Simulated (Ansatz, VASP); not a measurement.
**One calculation of ZnS, two programs**

The input INCAR:

```
PREC = Accurate ; ENCUT = 600
EDIFF = 1E-6 ; ISMEAR = -1
SIGMA = 0.05 ; LREAL = False
LASPH = True ; NELM = 80
ALGO = Normal ; ISIF = 3
LWAVE = False ; LCHARG = False
GGA = PS ; IVDW = 12
IBRION = 2 ; NSW = 80
EDIFFG = -0.005
```

KPOINTS

```
regular mesh
0
Gamma
  9 9 9
```

POSCAR

```
ZnS
1.0
    0.0000000000      2.7020000000      2.7020000000
    2.7020000000      0.0000000000      2.7020000000
    2.7020000000      2.7020000000      0.0000000000
Zn S
1 1
Direct
    0.7500000000      0.7500000000      0.7500000000
    0.0000000000      0.0000000000      0.0000000000
```

input.yaml

```yaml
crystal:
  lattice:
    - [0.0, 2.702, 2.702]
    - [2.702, 0.0, 2.702]
    - [2.702, 2.702, 0.0]
  atoms:
    - { symbol: Zn, position: [0.75, 0.75, 0.75] }
    - { symbol: S, position: [0.0, 0.0, 0.0] }
kpoints:
  mp_grid: { grid: [9, 9, 9] }
scf:
  occupations: { method: fermi_dirac, width: 0.05 }
hamiltonian:
  xc: pbesol
  dispersion: d3bj
  pseudopotentials: { kind: all_electron, lapw: { basis_error: 0.001 } }
output:
  forces: true
  stress: true
relax:
  f_tol: 0.005
  max_steps: 60
  cell: {}
```

Alike in both runs: task relaxation of cell and atoms; functional PBEsol; dispersion D3(BJ); k mesh 9 × 9 × 9; occupations fermi-dirac, width 0.05 eV; no spin polarisation.

|  | VASP | Ansatz |
| --- | --- | --- |
| version | VASP 6.6.1 | Ansatz 0.2.0 |
| potentials or method | VASP PAW PBE potentials, release 64 (Zn, S), cutoff 600 eV | all-electron LAPW, scalar-relativistic |

|  | VASP | Ansatz | Ansatz less VASP |
| --- | --- | --- | --- |
| relaxed volume (Å³/atom) | 18.74 | 18.69 | -0.046 |
| relaxed cell length with the largest relative difference (Å) | 3.756 | 3.753 | -0.0031 |

VASP's potentials were made for PBE, not for PBEsol. Ansatz ran all-electron here, and VASP with PAW potentials.
